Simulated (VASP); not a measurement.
# MgS (Fm-3m) in VASP: single point with PBE

Aim: the single point of MgS with PBE.

Everything below comes from runs of VASP 6.6.1. Logs are shortened: lines on timing, memory, paths and dates and some standing lists are left out, and cuts for length are marked.

## 1. The cell of the first run

The structure is cubic, space group Fm-3m (No. 225). The conventional cell has a = 5.174 Å, b = 5.174 Å, c = 5.174 Å, α = 90.00°, β = 90.00°, γ = 90.00°. Mg (site symmetry m-3m) has 6 S at 2.59 Å within 3.4 Å. S (site symmetry m-3m) has 6 Mg at 2.59 Å within 3.4 Å.

## 2. Single point, PBE, non-collinear spin, zero start, spin-orbit coupling

INCAR

```
PREC     = Accurate       # precision mode
ENCUT    = 520            # plane-wave cutoff, eV
EDIFF    = 1E-6           # SCF threshold, eV
ISMEAR   = -1             # smearing method
SIGMA    = 0.1            # smearing width, eV
LREAL    = F              # projectors in reciprocal space
LASPH    = T              # aspherical terms in the spheres
NELM     = 150            # most SCF steps
ALGO     = Normal         # electronic algorithm
ISIF     = 2              # what is computed and relaxed
LWAVE    = F              # write WAVECAR
LCHARG   = F              # write CHGCAR
MAGMOM   = 0 0 0 0 0 0    # initial moments
LORBIT   = 11             # projections on sites
LSORBIT  = T              # spin-orbit coupling
GGA_COMPAT= F            
LORBMOM  = T            
GGA      = PE             # functional
NBANDS   = 20             # bands
```

KPOINTS

```
regular mesh
0
Gamma
  9 9 9
```

POSCAR

```
MgS
1.0
    0.0000000000      2.5872050300      2.5872050300
    2.5872050300      0.0000000000      2.5872050300
    2.5872050300      2.5872050300      0.0000000000
Mg S
1 1
Direct
    0.0000000000      0.0000000000      0.0000000000
    0.5000000000      0.5000000000      0.5000000000
```

Potentials or basis: VASP PAW PBE potentials, release 64 (Mg, S).

Launch:

```sh
cat potpaw_PBE.64/Mg/POTCAR potpaw_PBE.64/S/POTCAR > POTCAR
mpirun -np 1 vasp_ncl > vasp.out
```

OUTCAR:

```text
PREC = Accurate
   ENCUT = 520
   EDIFF = 1E-6
   ISMEAR = -1
   LREAL = F
   LASPH = T
   NELM = 150
   ISIF = 2
   LORBIT = 11
   LSORBIT = T
   GGA = PE

 ion  position               nearest neighbor table
   1  0.000  0.000  0.000-   2 2.59   2 2.59   2 2.59   2 2.59   2 2.59   2 2.59
   2  0.500  0.500  0.500-   1 2.59   1 2.59   1 2.59   1 2.59   1 2.59   1 2.59

  LATTYP: Found a face centered cubic cell.
 ALAT       =     5.1744100600

  Lattice vectors:

 A1 = (   0.0000000000,   2.5872050300,   2.5872050300)
 A2 = (   2.5872050300,   0.0000000000,   2.5872050300)
 A3 = (   2.5872050300,   2.5872050300,   0.0000000000)

Analysis of symmetry for initial positions (statically):
=====================================================================
 Subroutine PRICEL returns:
 Original cell was already a primitive cell.

 Routine SETGRP: Setting up the symmetry group for a
 face centered cubic supercell.

 Subroutine GETGRP returns: Found 48 space group operations
 (whereof 48 operations were pure point group operations)
 out of a pool of 48 trial point group operations.

The static configuration has the point symmetry O_h .

Analysis of symmetry for dynamics (positions and initial velocities):
=====================================================================
 Subroutine PRICEL returns:
 Original cell was already a primitive cell.

 Routine SETGRP: Setting up the symmetry group for a
 face centered cubic supercell.

 Subroutine GETGRP returns: Found 48 space group operations
 (whereof 48 operations were pure point group operations)
 out of a pool of 48 trial point group operations.

The dynamic configuration has the point symmetry O_h .

Analysis of structural, dynamic, and magnetic symmetry:
=====================================================================
 Subroutine PRICEL returns:
 Original cell was already a primitive cell.

 Routine SETGRP: Setting up the symmetry group for a
 face centered cubic supercell.

 Subroutine GETGRP returns: Found 48 space group operations
 (whereof 48 operations were pure point group operations)
 out of a pool of 48 trial point group operations.

The overall configuration has the point symmetry O_h .

 Subroutine INISYM returns: Found 48 space group operations
 (whereof 48 operations are pure point group operations),
 and found     1 'primitive' translations

----------------------------------------------------------------------------------------

                                     Primitive cell

  volume of cell :      34.6356

  direct lattice vectors                    reciprocal lattice vectors
     0.000000000  2.587205030  2.587205030    -0.193258746  0.193258746  0.193258746
     2.587205030  0.000000000  2.587205030     0.193258746 -0.193258746  0.193258746
     2.587205030  2.587205030  0.000000000     0.193258746  0.193258746 -0.193258746

  length of vectors
     3.658860442  3.658860442  3.658860442     0.334733967  0.334733967  0.334733967

  position of ions in fractional coordinates (direct lattice)
     0.000000000  0.000000000  0.000000000
     0.500000000  0.500000000  0.500000000

  ion indices of the primitive-cell ions
   primitive index   ion index
                 1           1
                 2           2

----------------------------------------------------------------------------------------

 KPOINTS: regular mesh

Automatic generation of k-mesh.
 Grid dimensions read from file:
 generate k-points for:    9    9    9

 Generating k-lattice:

  Cartesian coordinates                     Fractional coordinates (reciprocal lattice)
    -0.021473194  0.021473194  0.021473194     0.111111111  0.000000000  0.000000000
     0.021473194 -0.021473194  0.021473194     0.000000000  0.111111111  0.000000000
[... 90 lines left out ...]
  volume of cell :       34.64
 maximum number of plane-waves:      1888
   NGX = 13   NGY = 13   NGZ = 13

 number of electron       7.9999999 magnetization      -0.0000000     -0.0000000      0.0000000

 number of electron       7.9999999 magnetization       0.0000000      0.0000000     -0.0000000

 number of electron       7.9999999 magnetization       0.0000000      0.0000000      0.0000000

 number of electron       7.9999999 magnetization      -0.0000000     -0.0000000     -0.0000000

 Free energy of the ion-electron system (eV)
  ---------------------------------------------------
  ext. energy  EPLUGINS =         0.00000000
  ---------------------------------------------------
  free energy    TOTEN  =        -8.49715536 eV

  energy without entropy =       -8.49715532  energy(sigma->0) =       -8.49715534

 E-fermi :   5.3995     XC(G=0):  -9.7574

 val. band max:        3.9064937411   @ k =   0.0000   0.0000   0.0000
 cond. band min:       6.8178184121   @ k =   0.4444   0.4444   0.0000
 fundamental gap:      2.9113246710
 Fermi energy:         5.3995464599

 k-point     1 :       0.0000    0.0000    0.0000
  band No.  band energies     occupation
      1      -8.8876      1.00000
      2      -8.8876      1.00000
      3       3.8127      1.00000
      4       3.8127      1.00000
      5       3.9065      1.00000
      6       3.9065      1.00000
[... 541 lines left out ...]
     19      17.0515      0.00000
     20      17.0515      0.00000

 [... further k-points ...]
[... 5 lines left out ...]
  --------------------------------------------------------------------------------------
  -------------------------------------------------------------------------------------
  Total        0.4785007      0.4785007      0.4785007     -0.0000000      0.0000000      0.0000000
  in kB       22.1345484     22.1345484     22.1345484     -0.0000000      0.0000000      0.0000000
  external PRESSURE =      22.1345484 kB  Pullay stress =       0.0000000 kB

 VOLUME and BASIS-vectors are now :
 -----------------------------------------------------------------------------
  energy-cutoff  :      520.00
  volume of cell :       34.64
      direct lattice vectors                 reciprocal lattice vectors
     0.000000000  2.587205030  2.587205030    -0.193258746  0.193258746  0.193258746
     2.587205030  0.000000000  2.587205030     0.193258746 -0.193258746  0.193258746
     2.587205030  2.587205030  0.000000000     0.193258746  0.193258746 -0.193258746

 POSITION                                       TOTAL-FORCE (eV/Angst)
 -----------------------------------------------------------------------------------
      0.00000      0.00000      0.00000         0.000000      0.000000      0.000000
      2.58721      2.58721      2.58721        -0.000000     -0.000000     -0.000000
 -----------------------------------------------------------------------------------
    total drift:                                0.000000      0.000000      0.000000

  FREE ENERGIE OF THE ION-ELECTRON SYSTEM (eV)
  ---------------------------------------------------
  free  energy   TOTEN  =        -8.4971553604 eV

  energy  without entropy=       -8.4971553156  energy(sigma->0) =       -8.49715534

 orbital moment (x)

 # of ion     p       d       tot
 ----------------------------------------
  1         0.000   0.000   0.000
  2         0.000   0.000   0.000
 ----------------------------------------
            0.000   0.000   0.000

 orbital moment (y)

 # of ion     p       d       tot
 ----------------------------------------
  1         0.000   0.000   0.000
  2         0.000   0.000   0.000
 ----------------------------------------
            0.000   0.000   0.000

 orbital moment (z)

 # of ion     p       d       tot
 ----------------------------------------
  1         0.000   0.000   0.000
  2         0.000   0.000   0.000
 ----------------------------------------
            0.000   0.000   0.000

 Spin-Orbit-Coupling matrix elements

 Ion:    1  E_soc:     -0.0000354
 l=   1
     0.0000000    -0.0000059    -0.0000059
    -0.0000059     0.0000000    -0.0000059
    -0.0000059    -0.0000059     0.0000000
 l=   2
     0.0000000     0.0000000     0.0000000     0.0000000    -0.0000000
     0.0000000     0.0000000    -0.0000000     0.0000000    -0.0000000
     0.0000000    -0.0000000     0.0000000    -0.0000000     0.0000000
     0.0000000     0.0000000    -0.0000000     0.0000000    -0.0000000
    -0.0000000    -0.0000000     0.0000000    -0.0000000     0.0000000
 l=   3
     0.0000000     0.0000000     0.0000000     0.0000000     0.0000000     0.0000000     0.0000000
     0.0000000     0.0000000     0.0000000     0.0000000     0.0000000     0.0000000     0.0000000
     0.0000000     0.0000000     0.0000000     0.0000000     0.0000000     0.0000000     0.0000000
     0.0000000     0.0000000     0.0000000     0.0000000     0.0000000     0.0000000     0.0000000
     0.0000000     0.0000000     0.0000000     0.0000000     0.0000000     0.0000000     0.0000000
     0.0000000     0.0000000     0.0000000     0.0000000     0.0000000     0.0000000     0.0000000
     0.0000000     0.0000000     0.0000000     0.0000000     0.0000000     0.0000000     0.0000000

 Ion:    2  E_soc:     -0.0016151
 l=   1
     0.0000000    -0.0002692    -0.0002692
    -0.0002692     0.0000000    -0.0002692
    -0.0002692    -0.0002692     0.0000000
 l=   2
     0.0000000     0.0000000     0.0000000     0.0000000     0.0000000
     0.0000000     0.0000000     0.0000000     0.0000000     0.0000000
     0.0000000     0.0000000     0.0000000     0.0000000     0.0000000
     0.0000000     0.0000000     0.0000000     0.0000000     0.0000000
     0.0000000     0.0000000     0.0000000     0.0000000     0.0000000
 l=   3
     0.0000000     0.0000000     0.0000000     0.0000000     0.0000000     0.0000000     0.0000000
     0.0000000     0.0000000     0.0000000     0.0000000     0.0000000     0.0000000     0.0000000
     0.0000000     0.0000000     0.0000000     0.0000000     0.0000000     0.0000000     0.0000000
     0.0000000     0.0000000     0.0000000     0.0000000     0.0000000     0.0000000     0.0000000
     0.0000000     0.0000000     0.0000000     0.0000000     0.0000000     0.0000000     0.0000000
     0.0000000     0.0000000     0.0000000     0.0000000     0.0000000     0.0000000     0.0000000
     0.0000000     0.0000000     0.0000000     0.0000000     0.0000000     0.0000000     0.0000000

 total charge

# of ion       s       p       d       tot
------------------------------------------
    1        0.138   0.131   0.041   0.311
    2        1.314   2.512   0.000   3.826
--------------------------------------------------
tot          1.452   2.643   0.041   4.136

 magnetization (x)

# of ion       s       p       d       tot
------------------------------------------
    1        0.000   0.000   0.000   0.000
    2        0.000  -0.000   0.000  -0.000
--------------------------------------------------
tot          0.000  -0.000   0.000  -0.000

 magnetization (y)

# of ion       s       p       d       tot
------------------------------------------
    1        0.000   0.000   0.000   0.000
    2       -0.000   0.000   0.000   0.000
--------------------------------------------------
tot          0.000   0.000   0.000   0.000

 magnetization (z)

# of ion       s       p       d       tot
------------------------------------------
    1        0.000  -0.000  -0.000   0.000
    2       -0.000  -0.000   0.000  -0.000
--------------------------------------------------
tot          0.000  -0.000  -0.000  -0.000
```

Run time: 2 min. Hardware: 1 thread of Intel Xeon Platinum 8375C at 2.90GHz (Ice Lake), shared host; peak memory 0.24 GiB.

Results:

| Item | Value |
| --- | --- |
| Free energy | -8.4972 eV |
| Pressure | 2.2 GPa |
| Net moment | 0.00 μB per cell |
| Valence electrons inside the program's atomic spheres | Mg 0.31; S 3.83 |

Moments on the atoms (μB; x, y, z):
```
Mg  0.00 0.00 0.00
S   0.00 0.00 0.00
```
